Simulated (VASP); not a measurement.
# TiPt3 (Pm-3m) in VASP: a series of runs

Runs on TiPt3. Level: PBE+D3(BJ). Tasks: single point, relaxation of cell and atoms.

Program: VASP 6.6.1. These are calculated values, not measurements. Logs are shortened: lines on timing, memory, paths and dates and some standing lists are left out, and cuts for length are marked.

### Step 1. The cell of the first run

It takes space group Pm-3m (No. 221, cubic). The conventional cell has a = 3.904 Å, b = 3.904 Å, c = 3.904 Å, α = 90.00°, β = 90.00°, γ = 90.00°. Within 3.6 Å of Ti (site symmetry m-3m) lie 12 Pt at 2.76 Å. Within 3.6 Å of Pt (site symmetry 4/mmm) lie 4 Ti at 2.76 Å and 8 Pt at 2.76 Å.

### Step 2. Single point, PBE+D3(BJ)

Input file INCAR:

```
  PREC = Accurate
  ENCUT = 520
  EDIFF = 1E-7
  ISMEAR = 0
  SIGMA = 0.1
  LREAL = False
  LASPH = True
  NELM = 100
  ALGO = Normal
  ISIF = 2
  LWAVE = False
  LCHARG = False
  GGA = PE
  IVDW = 12
  NBANDS = 29
```

Input file KPOINTS:

```
Automatic mesh
0
Gamma
  10 10 10
```

Input file POSCAR:

```
TiPt3
1.0
    3.9041305622      0.0000000000      0.0000000000
    0.0000000000      3.9041305622      0.0000000000
    0.0000000000      0.0000000000      3.9041305622
Ti Pt
1 3
Direct
    0.0000000000      0.0000000000      0.0000000000
    0.0000000000      0.5000000000      0.5000000000
    0.5000000000      0.0000000000      0.5000000000
    0.5000000000      0.5000000000      0.0000000000
```

Potentials or basis: VASP PAW PBE potentials, release 64 (Ti_sv, Pt).

Started as:

```sh
$ cat potpaw_PBE.64/Ti_sv/POTCAR potpaw_PBE.64/Pt/POTCAR > POTCAR
$ mpirun -np 1 vasp_std > vasp.out
```

OUTCAR:

```text
PREC = Accurate
   ENCUT = 520
   EDIFF = 1E-7
   ISMEAR = 0
   LREAL = False
   LASPH = True
   NELM = 100
   ISIF = 2
   GGA = PE
   IVDW = 12
 IVDW          = 12

 ion  position               nearest neighbor table
   1  0.000  0.000  0.000-   2 2.76   3 2.76   4 2.76   2 2.76   3 2.76   2 2.76   4 2.76   2 2.76
                             3 2.76   4 2.76   3 2.76   4 2.76
   2  0.000  0.500  0.500-   1 2.76   3 2.76   4 2.76   1 2.76   4 2.76   1 2.76   3 2.76   1 2.76
                             3 2.76   4 2.76   4 2.76   3 2.76
   3  0.500  0.000  0.500-   1 2.76   2 2.76   4 2.76   1 2.76   4 2.76   2 2.76   4 2.76   4 2.76
                             1 2.76   2 2.76   1 2.76   2 2.76
   4  0.500  0.500  0.000-   1 2.76   2 2.76   3 2.76   2 2.76   3 2.76   1 2.76   3 2.76   3 2.76
                             1 2.76   2 2.76   2 2.76   1 2.76

  LATTYP: Found a simple cubic cell.
 ALAT       =     3.9041305622

  Lattice vectors:

 A1 = (   3.9041305622,   0.0000000000,   0.0000000000)
 A2 = (   0.0000000000,   3.9041305622,   0.0000000000)
 A3 = (   0.0000000000,   0.0000000000,   3.9041305622)

Analysis of symmetry for initial positions (statically):
=====================================================================
 Subroutine PRICEL returns:
 Original cell was already a primitive cell.

 Routine SETGRP: Setting up the symmetry group for a
 simple cubic supercell.

 Subroutine GETGRP returns: Found 48 space group operations
[... 9 lines left out ...]

 Routine SETGRP: Setting up the symmetry group for a
 simple cubic supercell.

 Subroutine GETGRP returns: Found 48 space group operations
[... 11 lines left out ...]
                                     Primitive cell

  volume of cell :      59.5077

  direct lattice vectors                    reciprocal lattice vectors
     3.904130562  0.000000000  0.000000000     0.256138975  0.000000000  0.000000000
     0.000000000  3.904130562  0.000000000     0.000000000  0.256138975  0.000000000
     0.000000000  0.000000000  3.904130562     0.000000000  0.000000000  0.256138975

  length of vectors
     3.904130562  3.904130562  3.904130562     0.256138975  0.256138975  0.256138975

  position of ions in fractional coordinates (direct lattice)
     0.000000000  0.000000000  0.000000000
     0.000000000  0.500000000  0.500000000
     0.500000000  0.000000000  0.500000000
     0.500000000  0.500000000  0.000000000

  ion indices of the primitive-cell ions
   primitive index   ion index
                 1           1
                 2           2
                 3           3
                 4           4

----------------------------------------------------------------------------------------

 KPOINTS: Automatic mesh

Automatic generation of k-mesh.
 Grid dimensions read from file:
 generate k-points for:   10   10   10

 Generating k-lattice:

  Cartesian coordinates                     Fractional coordinates (reciprocal lattice)
     0.025613897  0.000000000  0.000000000     0.100000000  0.000000000  0.000000000
     0.000000000  0.025613897  0.000000000     0.000000000  0.100000000  0.000000000
     0.000000000  0.000000000  0.025613897     0.000000000  0.000000000  0.100000000

  Length of vectors
     0.025613897  0.025613897  0.025613897

  Shift w.r.t. Gamma in fractional coordinates (k-lattice)
     0.000000000  0.000000000  0.000000000

 Subroutine IBZKPT returns following result:
 ===========================================

 Found     56 irreducible k-points:

 Following reciprocal coordinates:
            Coordinates               Weight
  0.000000  0.000000  0.000000      1.000000
  0.100000  0.000000  0.000000      6.000000
  0.200000  0.000000  0.000000      6.000000
  0.300000  0.000000  0.000000      6.000000
  0.400000  0.000000  0.000000      6.000000
  0.500000  0.000000  0.000000      3.000000
[... 16 lines left out ...]
  0.200000  0.100000  0.100000     24.000000
  0.300000  0.100000  0.100000     24.000000
 [... further k-points ...]
   k-points           NKPTS =     56   k-points in BZ     NKDIM =     56   number of bands    NBANDS=     29
   number of dos      NEDOS =    301   number of ions     NIONS =      4
   total plane-waves  NPLWV =  27000
   dimension x,y,z NGX =    30 NGY =   30 NGZ =   30
   dimension x,y,z NGXF=    60 NGYF=   60 NGZF=   60
   ions per type =               1   3
   NGX,Y,Z   is equivalent  to a cutoff of  12.77, 12.77, 12.77 a.u.
   NGXF,Y,Z  is equivalent  to a cutoff of  25.55, 25.55, 25.55 a.u.
 SYSTEM =  unknown system
   PREC   = accura    normal or accurate (medium, high low for compatibility)
   ISTART =      0    job   : 0-new  1-cont  2-samecut
   ICHARG =      2    charge: 1-file 2-atom 10-const
   ISPIN  =      1    spin polarized calculation?
   LNONCOLLINEAR =      F non collinear calculations
   LSORBIT =      F    spin-orbit coupling
   LASPH  =      T    aspherical Exc in radial PAW
   ENCUT  =  520.0 eV  38.22 Ry    6.18 a.u.   7.26  7.26  7.26*2*pi/ulx,y,z
   NELM   =    100;   NELMIN=  2; NELMDL= -5     # of ELM steps
   EDIFF  = 0.1E-06   stopping-criterion for ELM
   LREAL  =      F    real-space projection
   EDIFFG = 0.1E-05   stopping-criterion for IOM
   NSW    =      0    number of steps for IOM
   IBRION =     -1    ionic relax: 0-MD 1-quasi-New 2-CG
   NFREE  =      0    steps in history (QN), initial steepest desc. (CG)
   ISIF   =      2    stress and relaxation
   ISYM   =      2    0-nonsym 1-usesym 2-fastsym
   POTIM  = 0.5000    time-step for ionic-motion
   TEBEG  =    0.0;   TEEND  =   0.0 temperature during run
   PSTRESS=    0.0 pullay stress
   NELECT =      42.0000    total number of electrons
   NUPDOWN=      -1.0000    fix difference up-down
   EMIN   =  10.00;   EMAX   =-10.00  energy-range for DOS
   EFERMI =   0.00;   METHOD = LEGACY
   ISMEAR =     0;   SIGMA  =   0.10  broadening in eV -4-tet -1-fermi 0-gaus
   EFERMI_NEDOS =   21; number of points for ismear=-14 and -15
   IALGO  =     38    algorithm
   IMIX   =      4    mixing-type and parameters
     AMIX     =   0.40;   BMIX     =  1.00
     AMIX_MAG =   1.60;   BMIX_MAG =  1.00
  volume/ion in A,a.u.               =      14.88       100.39
  Fermi-wavevector in a.u.,A,eV,Ry     =   1.457584  2.754434 28.906273  2.124551
  Thomas-Fermi vector in A             =   2.574368
   LORBIT       =      0    0 simple, 1 ext, 2 COOP (PROOUT), +10 PAW based schemes
   GGA     = PE    functional components
   LHFCALC =     F    Hartree Fock is set to
   AEXX    =    0.0000 exact exchange contribution
   IVDW    =    12    specifies the selected vdW correction
   LEPSILON=     F    determine dielectric tensor
   LRPA    =     F    only Hartree local field effects (RPA)
 non-spin polarized calculation
 Gauss-broadening in eV      SIGMA  =   0.10
  energy-cutoff  :      520.00
  volume of cell :       59.51
 maximum number of plane-waves:      1628
 NGX is ok and might be reduce to    30
   NGX = 15   NGY = 15   NGZ = 15

 number of electron      41.9999999 magnetization

 Free energy of the ion-electron system (eV)
  ---------------------------------------------------
  ext. energy  EPLUGINS =         0.00000000
  ---------------------------------------------------
  free energy    TOTEN  =       -29.51023792 eV

  energy without entropy =      -29.50438106  energy(sigma->0) =      -29.50730949

 E-fermi :  11.7778     XC(G=0): -13.2515

 val. band max:       11.7539636481   @ k =   0.5000   0.1000   0.0000
 cond. band min:      11.8108924215   @ k =   0.0000   0.0000   0.0000
 fundamental gap:      0.0569287734
 Fermi energy:        11.7778485722

 k-point     1 :       0.0000    0.0000    0.0000
  band No.  band energies     occupation
      1     -46.4309      2.00000
      2     -22.6478      2.00000
      3     -22.6478      2.00000
      4     -22.6478      2.00000
      5       1.5987      2.00000
      6       4.3988      2.00000
[... 21 lines left out ...]
     28      13.7735      0.00000
     29      20.1282      0.00000

 k-point     2 :       0.1000    0.0000    0.0000
  band No.  band energies     occupation
      1     -46.4307      2.00000
      2     -22.6505      2.00000
      3     -22.6482      2.00000
      4     -22.6482      2.00000
      5       1.7312      2.00000
      6       4.4828      2.00000
[... 21 lines left out ...]
     28      14.5717      0.00000
     29      19.8964      0.00000

 k-point     3 :       0.2000    0.0000    0.0000
  band No.  band energies     occupation
      1     -46.4303      2.00000
      2     -22.6574      2.00000
      3     -22.6493      2.00000
      4     -22.6493      2.00000
      5       2.1176      2.00000
      6       4.7156      2.00000
[... 21 lines left out ...]
     28      15.8427      0.00000
     29      19.3958      0.00000

 k-point     4 :       0.3000    0.0000    0.0000
  band No.  band energies     occupation
      1     -46.4297      2.00000
      2     -22.6660      2.00000
      3     -22.6506      2.00000
      4     -22.6506      2.00000
      5       2.7161      2.00000
      6       4.9888      2.00000
[... 21 lines left out ...]
     28      17.1960      0.00000
     29      18.9259      0.00000

 k-point     5 :       0.4000    0.0000    0.0000
  band No.  band energies     occupation
      1     -46.4293      2.00000
      2     -22.6729      2.00000
      3     -22.6517      2.00000
      4     -22.6517      2.00000
      5       3.4118      2.00000
      6       5.0333      2.00000
[... 21 lines left out ...]
     28      18.5242      0.00000
     29      18.6293      0.00000
[... 510 lines left out ...]
     28      14.9354      0.00000
     29      22.0588      0.00000

 k-point    22 :       0.1000    0.1000    0.1000
  band No.  band energies     occupation
      1     -46.4304      2.00000
      2     -22.6530      2.00000
      3     -22.6501      2.00000
      4     -22.6501      2.00000
      5       1.9882      2.00000
      6       4.6464      2.00000
[... 21 lines left out ...]
     28      14.9324      0.00000
     29      20.3908      0.00000

 k-point    23 :       0.2000    0.1000    0.1000
  band No.  band energies     occupation
      1     -46.4300      2.00000
      2     -22.6584      2.00000
      3     -22.6519      2.00000
      4     -22.6509      2.00000
      5       2.3585      2.00000
      6       4.8728      2.00000
[... 21 lines left out ...]
     28      15.7539      0.00000
     29      19.6613      0.00000

 k-point    24 :       0.3000    0.1000    0.1000
  band No.  band energies     occupation
      1     -46.4295      2.00000
      2     -22.6657      2.00000
      3     -22.6534      2.00000
      4     -22.6519      2.00000
      5       2.9332      2.00000
      6       5.1568      2.00000
[... 21 lines left out ...]
     28      16.8513      0.00000
     29      19.0851      0.00000

 [... further k-points ...]

------------------------ aborting loop because EDIFF is reached ----------------------------------------

 Edisp (eV)   -3.06068

 E8    (eV) :    -1.4165

  FORCE on cell =-STRESS in cart. coord.  units (eV):
  Direction    XX          YY          ZZ          XY          YZ          ZX
  --------------------------------------------------------------------------------------
  -------------------------------------------------------------------------------------
  Total      -0.13778    -0.13778    -0.13778     0.00000     0.00000    -0.00000
  in kB      -3.70954    -3.70954    -3.70954     0.00000     0.00000    -0.00000
  external pressure =       -3.71 kB  Pullay stress =        0.00 kB

 VOLUME and BASIS-vectors are now :
 -----------------------------------------------------------------------------
  energy-cutoff  :      520.00
  volume of cell :       59.51
      direct lattice vectors                 reciprocal lattice vectors
     3.904130562  0.000000000  0.000000000     0.256138975  0.000000000  0.000000000
     0.000000000  3.904130562  0.000000000     0.000000000  0.256138975  0.000000000
     0.000000000  0.000000000  3.904130562     0.000000000  0.000000000  0.256138975

 POSITION                                       TOTAL-FORCE (eV/Angst)
 -----------------------------------------------------------------------------------
      0.00000      0.00000      0.00000         0.000000      0.000000      0.000000
      0.00000      1.95207      1.95207         0.000000      0.000000      0.000000
      1.95207      0.00000      1.95207         0.000000      0.000000      0.000000
      1.95207      1.95207      0.00000         0.000000      0.000000      0.000000
 -----------------------------------------------------------------------------------
    total drift:                                0.000000      0.000000     -0.000000

  FREE ENERGIE OF THE ION-ELECTRON SYSTEM (eV)
  ---------------------------------------------------
  free  energy   TOTEN  =       -32.5709219819 eV

  energy  without entropy=      -32.5650651187  energy(sigma->0) =      -32.56799355
```

Wall time 44 s (1 thread of Intel Xeon 6975P-C (Granite Rapids), shared host); peak memory 0.23 GiB.

Results:

| Quantity | Value |
| --- | --- |
| Free energy | -32.5709 eV |
| Pressure | -0.4 GPa |
| Band gap on the k mesh | zero (band 21 reaches 13.15 eV, above the bottom of band 22 at 11.32 eV) |
| Dispersion energy per atom | -0.765 eV |

Levels at points of the mesh, in eV from the Fermi level:
```
           k point  band 19  band 20  band 21  band 22  band 23  band 24
(0.00, 0.00, 0.00)     0.03     0.03     1.37     1.37     1.58     1.58
(0.50, 0.00, 0.00)    -2.61    -1.38    -0.22    -0.22     0.04     0.45
(0.50, 0.50, 0.00)    -2.45    -2.30    -2.26     0.20     0.20     0.36
(0.50, 0.50, 0.50)    -0.69    -0.69    -0.46    -0.46    -0.46     1.18
```

Caveat: spin-orbit coupling is left out, which moves the levels of the heavy elements; pairwise dispersion overbinds metals, which lowers pressure and volume.

### Step 3. Relaxation of cell and atoms, PBE+D3(BJ)

This run uses another cell than the first one, of 15.39 Å³/atom, 1.034 times its volume.

Input file INCAR:

```
SYSTEM = TiPt3
PREC = Accurate ; ENCUT = 600
EDIFF = 1E-6 ; ISMEAR = 0
SIGMA = 0.1 ; LREAL = .False.
LASPH = .True. ; NELM = 80
ALGO = Fast ; ISIF = 3
LWAVE = .False. ; LCHARG = .False.
GGA = PE ; IVDW = 12
IBRION = 2 ; NSW = 70
EDIFFG = -0.005
```

Input file KPOINTS:

```
Automatic mesh
0
Gamma
  10 10 10
  0 0 0
```

Input file POSCAR:

```
TiPt3
1.0
    3.9481842883      0.0000000000      0.0000000000
    0.0000000000      3.9481842883      0.0000000000
    0.0000000000      0.0000000000      3.9481842883
Ti Pt
1 3
Direct
    0.0000000000      0.0000000000      0.0000000000
    0.0000000000      0.5000000000      0.5000000000
    0.5000000000      0.0000000000      0.5000000000
    0.5000000000      0.5000000000      0.0000000000
```

Potentials or basis: VASP PAW PBE potentials, release 64 (Ti_sv, Pt).

Started as:

```sh
$ cat potpaw_PBE.64/Ti_sv/POTCAR potpaw_PBE.64/Pt/POTCAR > POTCAR
$ mpirun -np 1 vasp_std > vasp.out
```

OUTCAR:

```text
SYSTEM = TiPt3
   PREC = Accurate
   ENCUT = 600
   EDIFF = 1E-6
   ISMEAR = 0
   LREAL = .False.
   LASPH = .True.
   NELM = 80
   ISIF = 3
   GGA = PE
   IVDW = 12
   IBRION = 2
   NSW = 70
   EDIFFG = -0.005
 IVDW          = 12

 ion  position               nearest neighbor table
   1  0.000  0.000  0.000-   2 2.79   3 2.79   4 2.79   2 2.79   3 2.79   2 2.79   4 2.79   2 2.79
                             3 2.79   4 2.79   3 2.79   4 2.79
   2  0.000  0.500  0.500-   1 2.79   3 2.79   4 2.79   1 2.79   4 2.79   1 2.79   3 2.79   1 2.79
                             3 2.79   4 2.79   4 2.79   3 2.79
   3  0.500  0.000  0.500-   1 2.79   2 2.79   4 2.79   1 2.79   4 2.79   2 2.79   4 2.79   4 2.79
                             1 2.79   2 2.79   1 2.79   2 2.79
   4  0.500  0.500  0.000-   1 2.79   2 2.79   3 2.79   2 2.79   3 2.79   1 2.79   3 2.79   3 2.79
                             1 2.79   2 2.79   2 2.79   1 2.79

  LATTYP: Found a simple cubic cell.
 ALAT       =     3.9481842883

  Lattice vectors:

 A1 = (   3.9481842883,   0.0000000000,   0.0000000000)
 A2 = (   0.0000000000,   3.9481842883,   0.0000000000)
 A3 = (   0.0000000000,   0.0000000000,   3.9481842883)

Analysis of symmetry for initial positions (statically):
=====================================================================
 Subroutine PRICEL returns:
 Original cell was already a primitive cell.

 Routine SETGRP: Setting up the symmetry group for a
 simple cubic supercell.

[... 157 lines left out ...]
  energy-cutoff  :      600.00
  volume of cell :       61.54
 maximum number of plane-waves:      2103
 NGX is ok and might be reduce to    32
   NGX = 15   NGY = 15   NGZ = 15

--------------------------------------- Ionic step        1  -------------------------------------------

 number of electron      41.9999988 magnetization

 Free energy of the ion-electron system (eV)
  ---------------------------------------------------
  ext. energy  EPLUGINS =         0.00000000
  ---------------------------------------------------
  free energy    TOTEN  =       -29.55992728 eV

  energy without entropy =      -29.55398530  energy(sigma->0) =      -29.55695629

------------------------ aborting loop because EDIFF is reached ----------------------------------------

 Edisp (eV)   -2.95511

 E8    (eV) :    -1.3668
[... 243 lines left out ...]
--------------------------------------- Ionic step        7  -------------------------------------------

 number of electron      41.9999997 magnetization

 Free energy of the ion-electron system (eV)
  ---------------------------------------------------
  ext. energy  EPLUGINS =         0.00000000
  ---------------------------------------------------
  free energy    TOTEN  =       -29.50718516 eV

  energy without entropy =      -29.50133472  energy(sigma->0) =      -29.50425994

 E-fermi :  11.8001     XC(G=0): -13.2587

 val. band max:       11.7757207236   @ k =   0.5000   0.1000   0.0000
 cond. band min:      11.8344140502   @ k =   0.0000   0.0000   0.0000
 fundamental gap:      0.0586933266
 Fermi energy:        11.8001282297

 k-point     1 :       0.0000    0.0000    0.0000
  band No.  band energies     occupation
      1     -46.4071      2.00000
      2     -22.6252      2.00000
      3     -22.6252      2.00000
      4     -22.6252      2.00000
      5       1.6093      2.00000
      6       4.4080      2.00000
[... 661 lines left out ...]
     24      12.7992      0.00000
     25      12.9293      0.00000

 [... further k-points ...]

------------------------ aborting loop because EDIFF is reached ----------------------------------------

 Edisp (eV)   -3.06466

 E8    (eV) :    -1.4183
[... 27 lines left out ...]
  FREE ENERGIE OF THE ION-ELECTRON SYSTEM (eV)
  ---------------------------------------------------
  free  energy   TOTEN  =       -32.5718495800 eV

  energy  without entropy=      -32.5659991328  energy(sigma->0) =      -32.56892436

 reached required accuracy - stopping structural energy minimisation
```

Wall time 4.2 min (1 thread of Intel Xeon 6975P-C (Granite Rapids), shared host); peak memory 0.28 GiB.

What came out:

| Property | Result |
| --- | --- |
| Free energy | -32.5718 eV |
| Relaxed volume | 14.86 Å³/atom |
| Relaxed cell | a = 3.903 Å, b = 3.903 Å, c = 3.903 Å, α = 90.00°, β = 90.00°, γ = 90.00° |
| Space group after relaxing (to 0.05 Å) | Pm-3m (No. 221) |
| Energy gained by relaxing | 14.2 meV/atom |
| Ionic steps | 7 |
| Pressure after relaxing | 0.0 GPa |
| Band gap on the k mesh | zero (band 21 reaches 13.18 eV, above the bottom of band 22 at 11.34 eV) |
| Dispersion energy per atom | -0.766 eV |

The path:
| step | energy change (eV) | largest force (eV/Å) | pressure (GPa) | volume (Å³) |
| --- | --- | --- | --- | --- |
| 1 | 0.0000 | 0.0000 | -8.33 | 61.54 |
| 2 | 0.3093 | 0.0000 | 26.86 | 54.69 |
| 3 | -0.0567 | 0.0000 | -0.27 | 59.50 |
| 4 | -0.0568 | 0.0000 | -0.07 | 59.45 |
| 5 | -0.0568 | 0.0000 | 0.14 | 59.40 |
| 6 | -0.0568 | 0.0000 | -0.23 | 59.50 |
| 7 | -0.0568 | 0.0000 | -0.01 | 59.43 |

Final structure:
```xyz
4
Lattice="3.9025 0.0000 0.0000 0.0000 3.9025 0.0000 0.0000 0.0000 3.9025" Properties=species:S:1:pos:R:3 pbc="T T T"
Ti    0.0000    0.0000    0.0000
Pt    0.0000    1.9513    1.9513
Pt    1.9513    0.0000    1.9513
Pt    1.9513    1.9513    0.0000
```

Caveat: spin-orbit coupling is left out, which moves the levels of the heavy elements; pairwise dispersion overbinds metals, which lowers pressure and volume.
